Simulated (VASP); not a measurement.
Be7S: relaxation of cell and atoms with PBE

The system is Be7S.

```
Be S
1.0
     2.13690   -2.43221    0.01407
     2.25704    2.53947    0.04650
     0.09606    0.04593    7.07081
Be S
7 1
Direct
  0.74312 0.27060 0.49026
  0.22860 0.78389 0.50602
  0.74126 0.75211 0.30215
  0.72599 0.74372 0.70952
  0.31054 0.25411 0.69458
  0.26394 0.17642 0.28161
  0.49899 0.48644 0.99136
  0.98755 0.03270 0.02450
```

```
Program                : VASP 6.6.1
Task                   : relaxation of cell and atoms
Functional             : PBE
Potentials or basis    : VASP PAW PBE potentials, release 64 (Be, S)
Cutoff                 : 600 eV
k mesh                 : 6 × 6 × 4
Occupations            : gaussian, width 0.2 eV
Spin                   : no spin polarisation
Dipole correction      : no
Further INCAR settings : ALGO = Normal; EDIFF = 1e-06; IBRION = 2; EDIFFG = -0.025; NSW = 80; ISIF = 3
```

```yaml
Relaxed_volume: 9.81 Å³/atom
Relaxed_cell: a = 3.443 Å, b = 3.444 Å, c = 6.738 Å, α = 89.98°, β = 90.01°, γ = 100.85°
Space_group_after_relaxing_to_0.1_Å: Amm2 (No. 38)
Energy_gained_by_relaxing: 102.5 meV/atom
Ionic_steps: 20
Pressure_after_relaxing: 0.0 GPa
Largest_force_after_relaxing: 0.015 eV/Å
Band_gap_on_the_k_mesh: zero (bands 10 and 11 overlap by 2.56 eV)
```

Forces on the atoms (eV/Å):
```
Be   0.001  0.004  0.006
Be  -0.004 -0.007 -0.001
Be  -0.006  0.006 -0.004
Be   0.001  0.015  0.000
Be  -0.004 -0.004 -0.003
Be   0.001  0.000  0.003
Be   0.005 -0.004  0.001
S    0.006 -0.009 -0.003
```

The path:
| step | energy change (eV) | largest force (eV/Å) | pressure (GPa) | volume (Å³) |
| --- | --- | --- | --- | --- |
| 1 | 0.0000 | 1.6482 | 2.86 | 77.17 |
| 2 | -0.3678 | 1.0052 | -1.59 | 79.09 |
| 3 | -0.4753 | 0.6589 | -4.70 | 81.00 |
| 4 | -0.6274 | 0.4911 | -0.98 | 77.73 |
| 5 | -0.6457 | 0.4679 | 1.08 | 76.24 |
| 6 | -0.7054 | 0.3065 | 0.94 | 76.39 |
| 7 | -0.7316 | 0.2656 | 0.97 | 76.55 |
| 8 | -0.7667 | 0.2043 | -0.34 | 77.66 |
| 9 | -0.7781 | 0.2829 | -1.65 | 78.98 |
| 10 | -0.7949 | 0.2287 | 0.04 | 78.02 |
| 11 | -0.7949 | 0.2296 | 0.05 | 78.02 |
| 12 | -0.8060 | 0.1347 | 0.29 | 77.89 |
| 13 | -0.8081 | 0.1853 | 0.47 | 77.81 |
| 14 | -0.8155 | 0.1179 | -0.05 | 78.30 |
| 15 | -0.8162 | 0.1220 | -0.25 | 78.50 |
| 16 | -0.8193 | 0.0630 | 0.08 | 78.36 |
| 17 | -0.8194 | 0.0588 | 0.13 | 78.33 |
| 18 | -0.8201 | 0.0294 | -0.03 | 78.49 |
| 19 | -0.8201 | 0.0293 | -0.01 | 78.47 |
| 20 | -0.8203 | 0.0148 | -0.02 | 78.49 |

Final structure:
```
Be S
1.0
     2.19316   -2.65476    0.00011
     2.19491    2.65421    0.00146
    -0.00160    0.00107    6.73817
Be S
7 1
Direct
  0.76425 0.23570 0.49989
  0.22035 0.78057 0.50001
  0.73356 0.74836 0.29957
  0.73399 0.74762 0.70046
  0.25127 0.26790 0.70029
  0.25140 0.26765 0.29967
  0.57461 0.42399 0.00002
  0.97058 0.02821 0.00011
```

Levels at points of the mesh, in eV from the Fermi level:
```tsv
k point	band 7	band 8	band 9	band 10	band 11	band 12	band 13	band 14
(0.00, 0.00, 0.00)	-2.96	-1.81	-0.92	-0.50	2.39	2.58	2.73	2.94
(0.50, 0.00, 0.00)	-3.90	-1.48	-0.46	0.84	0.85	1.40	1.82	2.84
(0.00, 0.50, 0.00)	-3.90	-1.48	-0.43	0.83	0.84	1.39	1.83	2.84
(0.50, 0.50, 0.00)	-4.39	-4.33	-4.01	-2.83	-1.18	0.82	1.56	3.78
(0.00, 0.00, 0.50)	-2.48	-1.71	-1.58	1.38	2.25	2.58	2.58	3.95
(0.50, 0.00, 0.50)	-3.57	-2.73	-2.45	-0.18	0.93	1.50	2.92	3.90
(0.00, 0.50, 0.50)	-3.57	-2.73	-2.46	-0.15	0.90	1.52	2.91	3.89
(0.50, 0.50, 0.50)	-4.40	-3.74	-3.65	-2.58	-0.94	1.06	1.53	2.02
```

Run time: 15 min on 1 thread of Intel(R) Xeon(R) Platinum 8259CL CPU @ 2.50GHz (Skylake/Cascade Lake), on a shared host, peak memory 0.26 GiB.
